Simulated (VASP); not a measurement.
# H12SO8 in VASP: notebook

Runs on H12SO8. Level: PBE+D3(BJ). Tasks: single point.

Program: VASP 6.6.1. These are calculated values, not measurements. Logs are shortened: lines on timing, memory, paths and dates and some standing lists are left out, and cuts for length are marked.

## 1. The cell of the first run

The cell holds an amorphous packing of atoms, 21 atoms: a = 6.537 Å, b = 6.537 Å, c = 6.537 Å, α = 90.00°, β = 90.00°, γ = 90.00°.

## 2. Single point, PBE+D3(BJ)

INCAR

```
  ALGO = Normal
  EDIFF = 1E-7
  ENCUT = 520
  GGA = PE
  ISIF = 2
  ISMEAR = -1
  IVDW = 12
  LASPH = T
  LCHARG = F
  LREAL = Auto
  LWAVE = F
  NBANDS = 49
  NELM = 100
  PREC = Accurate
  SIGMA = 0.02
```

KPOINTS

```
k-points
0
Gamma
  1 1 1
```

POSCAR

```
H12SO8
1.0
    6.5374560000      0.0000000000      0.0000000000
    0.0000000000      6.5374560000      0.0000000000
    0.0000000000      0.0000000000      6.5374560000
O H S
8 12 1
Direct
    0.9388820361      0.5380227416      0.3027477355
    0.6924253104      0.6873468823      0.9694137903
    0.6024208805     -0.0438396832      0.4529437751
    0.8631492128      0.1286892027      0.9243503895
    0.3175853115      0.6595378998      0.3968669158
    0.7296263256      0.3976011464      0.6395913028
    0.2413935941      0.4016700074      0.8753404994
    0.2340665849      0.1379435670      0.6033998546
    1.0800684548      0.5943596408      0.3359410755
    0.9752264489      0.4260066913      0.2034736448
    0.7883647706      0.6313159125      1.0723590339
    0.5563479127      0.6834921719      1.0254600566
    0.7294886574     -0.0701649082      0.3798266482
    0.5916521656      0.0983410060      0.5091583026
    0.8067052382      0.2092098211      0.8159137132
    0.8137722074     -0.0157094748      0.9096963712
    0.4027866497      0.5734340698      0.4767756754
    0.3731267943      0.7985216268      0.4187255715
    0.7088843122      0.5046764368      0.7410833817
    0.8174280638      0.4566914102      0.5418315626
    0.2285904486      0.1859438901      0.8182999626
```

Potentials or basis: VASP PAW PBE potentials, release 64 (O, H, S).

On the command line:

```console
cat potpaw_PBE.64/O/POTCAR potpaw_PBE.64/H/POTCAR potpaw_PBE.64/S/POTCAR > POTCAR
mpirun -np 1 vasp_gam > vasp.out
```

OUTCAR:

```text
EDIFF = 1E-7
   ENCUT = 520
   GGA = PE
   ISIF = 2
   ISMEAR = -1
   IVDW = 12
   LASPH = T
   LREAL = Auto
   NELM = 100
   PREC = Accurate
 IVDW          = 12

 ion  position               nearest neighbor table
   1  0.939  0.538  0.303-  10 1.01   9 1.02
   2  0.692  0.687  0.969-  12 0.96  11 0.99
   3  0.602  0.956  0.453-  13 0.97  14 1.00
   4  0.863  0.129  0.924-  15 0.96  16 1.00
   5  0.318  0.660  0.397-  17 0.95  18 0.99
   6  0.730  0.398  0.640-  20 0.94  19 0.97
   7  0.241  0.402  0.875-  21 1.46
   8  0.234  0.138  0.603-  21 1.44
   9  0.080  0.594  0.336-   1 1.02
  10  0.975  0.426  0.203-   1 1.01
  11  0.788  0.631  0.072-   2 0.99
  12  0.556  0.683  0.025-   2 0.96
  13  0.729  0.930  0.380-   3 0.97
  14  0.592  0.098  0.509-   3 1.00
  15  0.807  0.209  0.816-   4 0.96
  16  0.814  0.984  0.910-   4 1.00
  17  0.403  0.573  0.477-   5 0.95
  18  0.373  0.799  0.419-   5 0.99
  19  0.709  0.505  0.741-   6 0.97
  20  0.817  0.457  0.542-   6 0.94
  21  0.229  0.186  0.818-   8 1.44   7 1.46

  LATTYP: Found a simple cubic cell.
 ALAT       =     6.5374560000

  Lattice vectors:

 A1 = (   6.5374560000,   0.0000000000,   0.0000000000)
 A2 = (   0.0000000000,   6.5374560000,   0.0000000000)
 A3 = (   0.0000000000,   0.0000000000,   6.5374560000)

Analysis of symmetry for initial positions (statically):
=====================================================================
 Subroutine PRICEL returns:
 Original cell was already a primitive cell.

 Routine SETGRP: Setting up the symmetry group for a
 simple cubic supercell.

 Subroutine GETGRP returns: Found  1 space group operations
 (whereof  1 operations were pure point group operations)
 out of a pool of 48 trial point group operations.

The static configuration has the point symmetry C_1 .

Analysis of symmetry for dynamics (positions and initial velocities):
=====================================================================
 Subroutine PRICEL returns:
 Original cell was already a primitive cell.

 Routine SETGRP: Setting up the symmetry group for a
 simple cubic supercell.

 Subroutine GETGRP returns: Found  1 space group operations
 (whereof  1 operations were pure point group operations)
 out of a pool of 48 trial point group operations.

The dynamic configuration has the point symmetry C_1 .

 Subroutine INISYM returns: Found  1 space group operations
 (whereof  1 operations are pure point group operations),
 and found     1 'primitive' translations

----------------------------------------------------------------------------------------

                                     Primitive cell

  volume of cell :     279.4000

  direct lattice vectors                    reciprocal lattice vectors
     6.537456000  0.000000000  0.000000000     0.152964701  0.000000000  0.000000000
     0.000000000  6.537456000  0.000000000     0.000000000  0.152964701  0.000000000
     0.000000000  0.000000000  6.537456000     0.000000000  0.000000000  0.152964701

  length of vectors
     6.537456000  6.537456000  6.537456000     0.152964701  0.152964701  0.152964701

  position of ions in fractional coordinates (direct lattice)
     0.938882036  0.538022742  0.302747735
     0.692425310  0.687346882  0.969413790
     0.602420880  0.956160317  0.452943775
     0.863149213  0.128689203  0.924350389
     0.317585311  0.659537900  0.396866916
     0.729626326  0.397601146  0.639591303
[... 13 lines left out ...]
     0.817428064  0.456691410  0.541831563
     0.228590449  0.185943890  0.818299963

  ion indices of the primitive-cell ions
   primitive index   ion index
                 1           1
                 2           2
                 3           3
                 4           4
                 5           5
                 6           6
[... 13 lines left out ...]
                20          20
                21          21

----------------------------------------------------------------------------------------

 KPOINTS: k-points

Automatic generation of k-mesh.
 Grid dimensions read from file:
 generate k-points for:    1    1    1

 Generating k-lattice:

  Cartesian coordinates                     Fractional coordinates (reciprocal lattice)
     0.152964701  0.000000000  0.000000000     1.000000000  0.000000000  0.000000000
     0.000000000  0.152964701  0.000000000     0.000000000  1.000000000  0.000000000
     0.000000000  0.000000000  0.152964701     0.000000000  0.000000000  1.000000000

  Length of vectors
     0.152964701  0.152964701  0.152964701

  Shift w.r.t. Gamma in fractional coordinates (k-lattice)
     0.000000000  0.000000000  0.000000000

 Subroutine IBZKPT returns following result:
 ===========================================

 Found      1 irreducible k-points:

 Following reciprocal coordinates:
            Coordinates               Weight
  0.000000  0.000000  0.000000      1.000000
   k-points           NKPTS =      1   k-points in BZ     NKDIM =      1   number of bands    NBANDS=     49
   number of dos      NEDOS =    301   number of ions     NIONS =     21
   total plane-waves  NPLWV = 125000
   dimension x,y,z NGX =    50 NGY =   50 NGZ =   50
   dimension x,y,z NGXF=   100 NGYF=  100 NGZF=  100
   ions per type =               8  12   1
   NGX,Y,Z   is equivalent  to a cutoff of  12.71, 12.71, 12.71 a.u.
   NGXF,Y,Z  is equivalent  to a cutoff of  25.43, 25.43, 25.43 a.u.
 SYSTEM =  unknown system
   PREC   = accura    normal or accurate (medium, high low for compatibility)
   ISTART =      0    job   : 0-new  1-cont  2-samecut
   ICHARG =      2    charge: 1-file 2-atom 10-const
   ISPIN  =      1    spin polarized calculation?
   LNONCOLLINEAR =      F non collinear calculations
   LSORBIT =      F    spin-orbit coupling
   LASPH  =      T    aspherical Exc in radial PAW
   ENCUT  =  520.0 eV  38.22 Ry    6.18 a.u.  12.16 12.16 12.16*2*pi/ulx,y,z
   NELM   =    100;   NELMIN=  2; NELMDL= -5     # of ELM steps
   EDIFF  = 0.1E-06   stopping-criterion for ELM
   LREAL  =      T    real-space projection
   EDIFFG = 0.1E-05   stopping-criterion for IOM
   NSW    =      0    number of steps for IOM
   IBRION =     -1    ionic relax: 0-MD 1-quasi-New 2-CG
   NFREE  =      0    steps in history (QN), initial steepest desc. (CG)
   ISIF   =      2    stress and relaxation
   ISYM   =      2    0-nonsym 1-usesym 2-fastsym
   POTIM  = 0.5000    time-step for ionic-motion
   TEBEG  =    0.0;   TEEND  =   0.0 temperature during run
   PSTRESS=    0.0 pullay stress
   NELECT =      66.0000    total number of electrons
   NUPDOWN=      -1.0000    fix difference up-down
   EMIN   =  10.00;   EMAX   =-10.00  energy-range for DOS
   EFERMI =   0.00;   METHOD = LEGACY
   ISMEAR =    -1;   SIGMA  =   0.02  broadening in eV -4-tet -1-fermi 0-gaus
   EFERMI_NEDOS =   21; number of points for ismear=-14 and -15
   IALGO  =     38    algorithm
   IMIX   =      4    mixing-type and parameters
     AMIX     =   0.40;   BMIX     =  1.00
     AMIX_MAG =   1.60;   BMIX_MAG =  1.00
  volume/ion in A,a.u.               =      13.30        89.78
  Fermi-wavevector in a.u.,A,eV,Ry     =   1.012000  1.912404 13.934337  1.024145
  Thomas-Fermi vector in A             =   2.145084
   LORBIT       =      0    0 simple, 1 ext, 2 COOP (PROOUT), +10 PAW based schemes
   GGA     = PE    functional components
   LHFCALC =     F    Hartree Fock is set to
   AEXX    =    0.0000 exact exchange contribution
   IVDW    =    12    specifies the selected vdW correction
   LEPSILON=     F    determine dielectric tensor
   LRPA    =     F    only Hartree local field effects (RPA)
 non-spin polarized calculation
  energy-cutoff  :      520.00
  volume of cell :      279.40
 maximum number of plane-waves:      3749
 NGX is ok and might be reduce to    50
   NGX = 25   NGY = 25   NGZ = 25

 number of electron      66.0000003 magnetization

 Free energy of the ion-electron system (eV)
  ---------------------------------------------------
  ext. energy  EPLUGINS =         0.00000000
  ---------------------------------------------------
  free energy    TOTEN  =      -104.92913649 eV

  energy without entropy =     -104.92913649  energy(sigma->0) =     -104.92913649

 E-fermi :  -3.3311     XC(G=0):  -6.3714

 val. band max:       -3.8988779837   @ k =   0.0000   0.0000   0.0000
 cond. band min:      -0.2490858708   @ k =   0.0000   0.0000   0.0000
 fundamental gap:      3.6497921129
 Fermi energy:        -3.3310859572

 k-point     1 :       0.0000    0.0000    0.0000
  band No.  band energies     occupation
      1     -25.0299      2.00000
      2     -22.6236      2.00000
      3     -22.5402      2.00000
      4     -22.2848      2.00000
      5     -22.2178      2.00000
      6     -22.0865      2.00000
[... 37 lines left out ...]
     44       6.5504      0.00000
     45       6.7537      0.00000
 [bands above 45 left out]

------------------------ aborting loop because EDIFF is reached ----------------------------------------

 Edisp (eV)   -0.73965

 E8    (eV) :    -0.1664

  FORCE on cell =-STRESS in cart. coord.  units (eV):
  Direction    XX          YY          ZZ          XY          YZ          ZX
  --------------------------------------------------------------------------------------
  -------------------------------------------------------------------------------------
  Total      -0.52339    -3.21350     1.43642    -0.56052    -3.01765    -0.24753
  in kB      -3.00132   -18.42734     8.23694    -3.21424   -17.30425    -1.41941
  external pressure =       -4.40 kB  Pullay stress =        0.00 kB

 VOLUME and BASIS-vectors are now :
 -----------------------------------------------------------------------------
  energy-cutoff  :      520.00
  volume of cell :      279.40
      direct lattice vectors                 reciprocal lattice vectors
     6.537456000  0.000000000  0.000000000     0.152964701  0.000000000  0.000000000
     0.000000000  6.537456000  0.000000000     0.000000000  0.152964701  0.000000000
     0.000000000  0.000000000  6.537456000     0.000000000  0.000000000  0.152964701

 POSITION                                       TOTAL-FORCE (eV/Angst)
 -----------------------------------------------------------------------------------
      6.13790      3.51730      1.97920         0.871654     -0.770275     -1.208611
      4.52670      4.49350      6.33750         0.827360      0.117838     -0.606454
      3.93830      6.25086      2.96110        -0.464206      0.655512      0.560121
      5.64280      0.84130      6.04290         0.532674     -1.796953      1.389487
      2.07620      4.31170      2.59450        -0.804199      0.975405     -0.820263
      4.76990      2.59930      4.18130        -1.506586     -1.126534      1.362505
[... 13 lines left out ...]
      5.34390      2.98560      3.54220         1.438308      0.677254     -1.912261
      1.49440      1.21560      5.34960         0.282855      0.288253      1.062352
 -----------------------------------------------------------------------------------
    total drift:                               -0.000979     -0.007444     -0.010111

  FREE ENERGIE OF THE ION-ELECTRON SYSTEM (eV)
  ---------------------------------------------------
  free  energy   TOTEN  =      -105.6687816898 eV

  energy  without entropy=     -105.6687816898  energy(sigma->0) =     -105.66878169
```

Run time: 26 s. Hardware: 1 thread of AMD EPYC 7R43 (Zen 3), shared host; peak memory 0.28 GiB.

Results:

```yaml
Free_energy: -105.6688 eV
Pressure: -0.4 GPa
Largest_force: 2.487 eV/Å
Band_gap_on_the_k_mesh: 3.65 eV
Dispersion_energy_per_atom: -0.035 eV
```

Forces in eV/Å, atoms in the order of the input:
```
O    0.872 -0.770 -1.209
O    0.827  0.118 -0.606
O   -0.464  0.656  0.560
O    0.533 -1.797  1.389
O   -0.804  0.975 -0.820
O   -1.507 -1.127  1.363
O   -0.179 -0.252 -0.087
O   -0.153 -0.046 -0.807
H   -0.307 -0.070  0.062
H   -0.371  0.710  0.977
H   -0.368  0.197  0.287
H   -0.440 -0.132  0.435
H   -0.059  0.557  0.190
H    0.629 -1.028 -0.782
H   -0.709  0.909 -1.439
H    0.171  0.770  0.054
H    0.687 -0.883  0.759
H    0.154 -0.195 -0.047
H   -0.234  0.443  0.572
H    1.438  0.677 -1.912
S    0.283  0.288  1.062
```

Caveat: the k points lie up to 0.96 Å⁻¹ apart.

## 3. Single point, PBE+D3(BJ)

INCAR

```
SYSTEM = H12SO8
PREC     = Accurate       ! precision mode
ENCUT    = 520            ! plane-wave cutoff, eV
EDIFF    = 1E-7           ! SCF threshold, eV
ISMEAR   = -1             ! smearing method
SIGMA    = 0.02           ! smearing width, eV
LREAL    = Auto         
LASPH    = .TRUE.         ! aspherical terms in the spheres
NELM     = 80             ! most SCF steps
ALGO     = Normal         ! electronic algorithm
ISIF     = 2              ! what is computed and relaxed
LWAVE    = .FALSE.        ! write WAVECAR
LCHARG   = .FALSE.        ! write CHGCAR
GGA      = PE             ! functional
IVDW     = 12             ! dispersion correction
NBANDS   = 49             ! bands
```

KPOINTS

```
Automatic mesh
0
G
  1 1 1
  0 0 0
```

POSCAR

```
H12SO8
1.0
    6.5374560000      0.0000000000      0.0000000000
    0.0000000000      6.5374560000      0.0000000000
    0.0000000000      0.0000000000      6.5374560000
O H S
8 12 1
Direct
    0.9576813978      0.5035444980      0.3079179424
    0.6728305322      0.6671708383      1.0070584031
    0.5950020926     -0.0178509806      0.5038963169
    0.8631645093      0.1089873492      0.9427520430
    0.3221895490      0.6545665470      0.3873219185
    0.6948880421      0.3769968012      0.6282107291
    0.2014086213      0.4332878110      0.8847631250
    0.1868463818      0.1629991850      0.6166771906
    1.0928716002      0.5759426909      0.3118644317
    0.9918843048      0.3583962936      0.2782580869
    0.7691065148      0.6108339391      1.1047416610
    0.5484396377      0.6357824817      1.0742863891
    0.7169149590     -0.0387918481      0.4231003620
    0.6031551111      0.1266700686      0.5438048073
    0.7875234648      0.1883301394      0.8312560727
    0.8307206962     -0.0321990695      0.9048167972
    0.3245605018      0.5684933099      0.5045540651
    0.3815551493      0.7907051306      0.4296931406
    0.6437213497      0.4834143434      0.7251444599
    0.8002960173      0.4616321701      0.5448755602
    0.2184182960      0.2143494350      0.8276155128
```

Potentials or basis: VASP PAW PBE potentials, release 64 (O, H, S).

On the command line:

```console
cat potpaw_PBE.64/O/POTCAR potpaw_PBE.64/H/POTCAR potpaw_PBE.64/S/POTCAR > POTCAR
mpirun -np 1 vasp_gam > vasp.out
```

It took 26 s on 1 thread of AMD EPYC 7R43 (Zen 3), shared host; peak memory 0.29 GiB.

Results (log left out):

| Item | Value |
| --- | --- |
| Free energy | -105.5292 eV |
| Pressure | -1.4 GPa |
| Largest force | 2.013 eV/Å |
| Band gap on the k mesh | 3.49 eV |
| Dispersion energy per atom | -0.036 eV |

Forces in eV/Å, atoms in the order of the input:
```
O   -0.091 -0.823 -0.147
O    0.711  0.288 -0.968
O   -0.250 -0.199  0.104
O   -0.661  0.605 -1.039
O    0.398  1.616 -0.848
O    0.801  1.846  0.010
O    0.225 -1.266 -0.453
O   -0.077 -0.149 -1.098
H   -0.153 -0.031  0.110
H   -0.216  0.937  0.070
H    0.985 -0.334  0.366
H   -1.661 -0.059  0.537
H    0.220 -0.150 -0.270
H   -0.095  0.143 -0.118
H    0.748 -0.202  0.818
H   -0.029 -0.261  0.292
H    0.220 -0.573  1.054
H   -0.221 -0.829 -0.152
H    0.267 -0.579 -0.114
H   -0.902 -1.281  0.392
S   -0.218  1.301  1.455
```

Stress tensor (GPa, compression positive):
```
-0.49 -0.65  0.00
-0.65 -3.33 -0.34
 0.00 -0.34 -0.43
```

Levels at points of the mesh, in eV from the valence-band top:
```tsv
k point	band 29	band 30	band 31	band 32	band 33	band 34	band 35	band 36	band 37	band 38
(0.00, 0.00, 0.00)	-0.41	-0.21	-0.13	-0.12	0.00	3.49	5.25	7.57	8.05	8.12
```

Caveat: the k points lie up to 0.96 Å⁻¹ apart.

## 4. Single point, PBE+D3(BJ)

INCAR

```
ALGO = Normal
EDIFF = 1E-6
ENCUT = 520
GGA = PE
ISIF = 2
ISMEAR = -1
IVDW = 12
LASPH = T
LCHARG = F
LREAL = Auto
LWAVE = F
NBANDS = 49
NELM = 80
PREC = Accurate
SIGMA = 0.02
```

KPOINTS

```
k-points
0
Gamma
  1 1 1
```

POSCAR

```
H12SO8
1.0
    6.5374560000      0.0000000000      0.0000000000
    0.0000000000      6.5374560000      0.0000000000
    0.0000000000      0.0000000000      6.5374560000
O H S
8 12 1
Direct
    0.9347366927      0.4623969936      0.3295930405
    0.6530216035      0.6490139284      1.0227984708
    0.6124553649     -0.0595797509      0.5320265253
    0.8463689851      0.0786085597      0.9372759067
    0.3518952938      0.6276600561      0.4381520885
    0.6914157434      0.3786488200      0.7046318935
    0.1681846884      0.3980906334      0.9079984630
    0.2278256251      0.1901045300      0.5965929254
    1.0661486670      0.5058236721      0.3842932174
    0.9733908725      0.3692414909      0.2261430134
    0.7312630479      0.5907190809      1.1405659939
    0.5174948787      0.6073310474      1.0542786062
    0.7091290557     -0.0487192572      0.4201634397
    0.5292119748      0.0660807507      0.5178619940
    0.7646552420      0.1720241023      0.8538948484
    0.7982462903     -0.0558780051      0.9135051922
    0.4250277172      0.5184891493      0.5074909873
    0.4190162045      0.7473549344      0.5012041381
    0.6875151435      0.5043858039      0.7876458365
    0.7928466364      0.4115974165      0.6059237722
    0.1960242639      0.1971256097      0.8171833202
```

On the command line:

```console
cat potpaw_PBE.64/O/POTCAR potpaw_PBE.64/H/POTCAR potpaw_PBE.64/S/POTCAR > POTCAR
mpirun -np 1 vasp_gam > vasp.out
```

Wall time 24 s (1 thread of AMD EPYC 7R43 (Zen 3), shared host); peak memory 0.29 GiB.

Results (log left out):

| Quantity | Value |
| --- | --- |
| Free energy | -105.5123 eV |
| Pressure | 0.6 GPa |
| Largest force | 1.854 eV/Å |
| Band gap on the k mesh | 3.03 eV |
| Dispersion energy per atom | -0.036 eV |

Forces in eV/Å, atoms in the order of the input:
```
O   -0.806  0.818  0.969
O    1.526 -0.049  0.363
O   -0.472  0.742  0.067
O    0.985  1.066  0.901
O   -0.145 -0.124  0.128
O   -1.000  0.087  0.618
O   -0.093  0.096 -0.022
O   -0.134 -0.037  0.012
H    0.523  0.549  0.179
H    0.303 -1.168 -1.192
H    0.060  0.390 -0.506
H   -1.498 -0.096  0.300
H    0.188 -0.159 -0.212
H    0.278 -0.459  0.225
H   -0.338  0.537 -0.573
H   -0.592 -1.548 -0.279
H   -0.003 -0.450  0.058
H    0.004  0.207 -0.447
H   -0.191 -0.049  0.670
H    1.053 -0.024 -1.526
S    0.353 -0.325  0.268
```

Stress tensor (GPa, compression positive):
```
 0.44  0.08 -0.64
 0.08  1.30  0.78
-0.64  0.78  0.21
```

Levels at points of the mesh, in eV from the valence-band top:
```csv
k point,band 31,band 32,band 33,band 34,band 35,band 36
"(0.00, 0.00, 0.00)",-0.62,-0.45,0.00,3.03,4.92,7.10
```

Caveat: the k points lie up to 0.96 Å⁻¹ apart.
